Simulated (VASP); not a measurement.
**Al2Ru: single point with PBEsol**

The system is Al2Ru.

```
Al Ru
1.0
    -3.12136    0.00000    0.00000
     0.00000   -3.12136    0.00000
     0.00000    0.00000   18.34621
Al Ru
8 4
Direct
  0.50000 0.50000 0.41737
  0.00000 0.00000 0.18781
  0.50000 0.50000 0.87649
  0.00000 0.00000 0.64693
  0.00000 0.00000 0.04174
  0.50000 0.50000 0.73042
  0.00000 0.00000 0.50086
  0.50000 0.50000 0.27130
  0.00000 0.00000 0.34434
  0.50000 0.50000 0.11478
  0.00000 0.00000 0.80346
  0.50000 0.50000 0.57390
```

This cell differs from its parent crystal: the distance across one plane changed.

* Program: VASP 6.6.1
* Task: single point
* Functional: PBEsol
* Potentials or basis: VASP PAW PBE potentials, release 64 (Al, Ru_pv)
* Cutoff: 520 eV
* k mesh: 15 × 15 × 3
* Occupations: gaussian, width 0.15 eV
* Spin: no spin polarisation

```json
{
  "Pressure": "-3.4 GPa",
  "Largest force": "0.582 eV/Å",
  "Band gap on the k mesh": "zero (bands 40 and 41 overlap by 0.19 eV)"
}
```

Forces on the atoms (eV/Å):
```
Al   0.000  0.000  0.007
Al   0.000  0.000 -0.089
Al   0.000  0.000  0.582
Al   0.000  0.000 -0.070
Al   0.000  0.000 -0.582
Al   0.000  0.000  0.089
Al   0.000  0.000 -0.007
Al   0.000  0.000  0.070
Ru   0.000  0.000 -0.097
Ru   0.000  0.000 -0.041
Ru   0.000  0.000  0.041
Ru   0.000  0.000  0.097
```

Stress tensor (GPa, compression positive):
```
-3.35  0.00  0.00
 0.00 -3.35  0.00
 0.00  0.00 -3.63
```

Levels at points of the mesh, in eV from the Fermi level:
```tsv
k point	band 37	band 38	band 39	band 40	band 41	band 42	band 43	band 44
(0.00, 0.00, 0.00)	-1.10	-1.10	-1.08	-1.07	0.21	2.90	3.16	3.16
```

Wall time 12 min on 1 thread of Oxide Virtual Turin-like Processor, with other jobs on the host, peak memory 0.56 GiB.

Caveat: the cell differs from its parent crystal (the distance across one plane changed); the cell stands under tension; the PAW data sets were made with another functional, which shifts forces and pressure a little.
